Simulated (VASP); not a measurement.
Write the native input for VASP 6.6.1 that does the following.

```yaml
Task: single point
Functional: PBE
Potentials_or_basis: VASP PAW PBE potentials, release 64 (K_sv, I)
Cutoff: 520 eV
k_mesh: 6 × 6 × 6
Occupations: gaussian, width 0.05 eV
Spin: no spin polarisation
Dipole_correction: no
Further_INCAR_settings: ALGO = Normal; EDIFF = 1e-07; NBANDS = 15
```

The structure of KI lies in POSCAR:

```
KI
1.0
    0.0000000000      3.6126637500      3.3483225000
    3.6126637500      0.0000000000      3.3483225000
    3.6126637500      3.6126637500      0.0000000000
K I
1 1
Direct
    0.0000000000      0.0000000000      0.0000000000
    0.5000000000      0.5000000000      0.5000000000
```

This cell differs from its parent crystal: strain +0.025 along x and y, -0.050 along z.

One way to write it, as run:

INCAR

```
ALGO = Normal
EDIFF = 1E-7
ENCUT = 520
GGA = PE
ISIF = 2
ISMEAR = 0
LASPH = T
LCHARG = T
LELF = T
LREAL = F
LVHAR = T
LWAVE = F
NBANDS = 15
NELM = 60
PREC = Accurate
SIGMA = 0.05
```

KPOINTS

```
k-points
0
Gamma
  6 6 6
```

Potentials or basis: VASP PAW PBE potentials, release 64 (K_sv, I).

The run is started by

```console
$ cat potpaw_PBE.64/K_sv/POTCAR potpaw_PBE.64/I/POTCAR > POTCAR
$ mpirun -np 1 vasp_std > vasp.out
```

Results of the run:

| Quantity | Value |
| --- | --- |
| Pressure | 1.0 GPa |
| Band gap on the k mesh | 3.95 eV, direct |

Caveat: the cell differs from its parent crystal (strain +0.025 along x and y, -0.050 along z); spin-orbit coupling is left out, which moves the levels of the heavy elements.

Run time: 42 s on 1 thread of Intel(R) Xeon(R) Platinum 8488C (Sapphire Rapids), on a shared host, peak memory 0.25 GiB.
